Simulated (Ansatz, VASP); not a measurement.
## One calculation of SnSe2, two programs

File POSCAR:

```
SnSe2
1.0
    3.8251493298      0.0000000000      0.0000000000
   -1.9125746649      3.3126764929      0.0000000000
    0.0000000000      0.0000000000      5.9779959018
Sn Se
1 2
Direct
    0.0000000000      0.0000000000      0.0000000000
    0.3333333333      0.6666666667      0.2622803274
    0.6666666667      0.3333333333      0.7377196726
```

INCAR.step1

```
SYSTEM = SnSe2
  PREC = Accurate
  ENCUT = 520
  ISMEAR = 0
  SIGMA = 0.01
  LREAL = .False.
  LASPH = .True.
  NELM = 100
  NBANDS = 20
  GGA = PE
  ALGO = Normal
  EDIFF = 1E-4
  LWAVE = .True.
  LCHARG = .False.
```

File INCAR.step2:

```
SYSTEM = SnSe2
  PREC = Accurate
  ENCUT = 520
  EDIFF = 1E-6
  ISMEAR = 0
  SIGMA = 0.01
  LREAL = .False.
  LASPH = .True.
  NELM = 100
  ALGO = Normal
  ISIF = 2
  LWAVE = .False.
  LCHARG = .True.
  METAGGA = R2SCAN
  LMIXTAU = .True.
  LELF = .True.
  LVHAR = .True.
  NBANDS = 20
  ISTART = 1
```

KPOINTS

```
regular mesh
0
Gamma
  12 12 4
  0 0 0
```

Input for Ansatz:

```yaml
crystal:
  lattice:
    - [3.8251493298, 0.0, 0.0]
    - [-1.9125746649, 3.3126764929, 0.0]
    - [0.0, 0.0, 5.9779959018]
  atoms:
    - { symbol: Sn, position: [0.0, 0.0, 0.0] }
    - { symbol: Se, position: [0.3333333333, 0.6666666667, 0.2622803274] }
    - { symbol: Se, position: [0.6666666667, 0.3333333333, 0.7377196726] }
kpoints:
  mp_grid: { grid: [12, 12, 4] }
  band_path:
    path:
      - [0.0, 0.0, 0.0]
      - [0.5, 0.0, 0.0]
      - [0.3333333333, 0.3333333333, 0.0]
      - [0.0, 0.0, 0.5]
      - [0.5, 0.0, 0.5]
      - [0.3333333333, 0.3333333333, 0.5]
      - [0.070313, 0.070312, 0.0]
      - [0.0, 0.4375, 0.333333]
    npoints: 1
hamiltonian:
  xc: r2scan
scf:
  occupations: { method: fixed }
  n_extra_bands: 4
output:
  forces: true
  stress: true
  eigenvalues: true
  write_density: true
  write_potential: true
  elf: true
  volumetric_format: npy
```

Change from the starting cell: uniaxial_z strain -4.0%.

Alike in both runs: task single point; functional r2SCAN; k mesh 12 × 12 × 4; no spin polarisation.

```csv
,VASP,Ansatz
version,VASP 6.6.1,Ansatz 0.2.0
potentials or method,"VASP PAW PBE potentials, release 64 (Sn_d, Se)","plane waves, PAW"
plane-wave cutoff (eV),520,500
occupations,"gaussian, width 0.01 eV",fixed
valence electrons in the cell,26,46
```

Ansatz gave:

- gap on the k mesh at the Fermi level (eV): 0.80
- pressure (GPa): 1.9
- traceless stress, the component that is largest in VASP (GPa): 0.48
- rms of the force components (eV/Å): 0.016

Problem. What did VASP give for the same quantities?

Solution. gap on the k mesh at the Fermi level (eV): 0.80; pressure (GPa): 2.0; traceless stress, the component that is largest in VASP (GPa): 0.48; rms of the force components (eV/Å): 0.010.

VASP's potentials were made for PBE, not for r2SCAN. Atom by atom the forces differ by 0.007 eV/Å (rms over components). VASP's potentials hold 26 valence electrons a cell and Ansatz's 46, so a difference there can come from the potentials and not from the codes.
